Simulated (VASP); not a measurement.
Set up this calculation in VASP 6.6.1, as the native input.

| Quantity | Value |
| --- | --- |
| Task | single point |
| Functional | PBE |
| Potentials or basis | VASP PAW PBE potentials, release 64 (Fe) |
| Cutoff | 520 eV |
| k mesh | 18 × 18 × 18 |
| Occupations | fermi-dirac, width 0.05 eV |
| Spin | collinear spin, ferromagnetic start |
| Starting moments | [2.5, 2.5] μB |
| Dipole correction | no |
| Further INCAR settings | ALGO = Normal; EDIFF = 1e-06; NBANDS = 19 |

The structure of Fe lies in POSCAR:

```
Fe
1.0
   -2.2912415296      2.2912415296      1.2223578945
    2.2912415296     -2.2912415296      1.2223578945
    2.2912415296      2.2912415296     -1.2223578945
Fe
2
Direct
   -0.3750000000     -0.1250000000     -0.2500000000
    0.3750000000      0.1250000000      0.2500000000
```

The input as run:

INCAR

```
PREC     = Accurate       # precision mode
ENCUT    = 520            # plane-wave cutoff, eV
EDIFF    = 1E-6           # SCF threshold, eV
ISMEAR   = -1             # smearing method
SIGMA    = 0.05           # smearing width, eV
LREAL    = False          # projectors in reciprocal space
LASPH    = True           # aspherical terms in the spheres
NELM     = 150            # most SCF steps
ALGO     = Normal         # electronic algorithm
ISIF     = 2              # what is computed and relaxed
LWAVE    = False          # write WAVECAR
LCHARG   = True           # write CHGCAR
ISPIN    = 2              # spin polarisation
MAGMOM   = 2.5 2.5        # initial moments
LORBIT   = 11             # projections on sites
LMAXMIX  = 4              # l up to which the mixer works
GGA      = PE             # functional
LELF     = True           # ELF
LVHAR    = True         
NBANDS   = 19             # bands
```

KPOINTS

```
Automatic mesh
0
Gamma
  18 18 18
```

Potentials or basis: VASP PAW PBE potentials, release 64 (Fe).

The run is started by

```sh
$ cat potpaw_PBE.64/Fe/POTCAR > POTCAR
$ mpirun -np 1 vasp_std > vasp.out
```

It gave:

```yaml
Pressure: -0.1 GPa
Net_moment: 5.05 μB per cell
Site_moments: Fe +2.51 μB
Valence_electrons_inside_the_program's_atomic_spheres: Fe 7.16
```

It took 6.9 min on 1 thread of Intel(R) Xeon(R) Platinum 8488C (Sapphire Rapids) (shared host), peak memory 0.43 GiB.
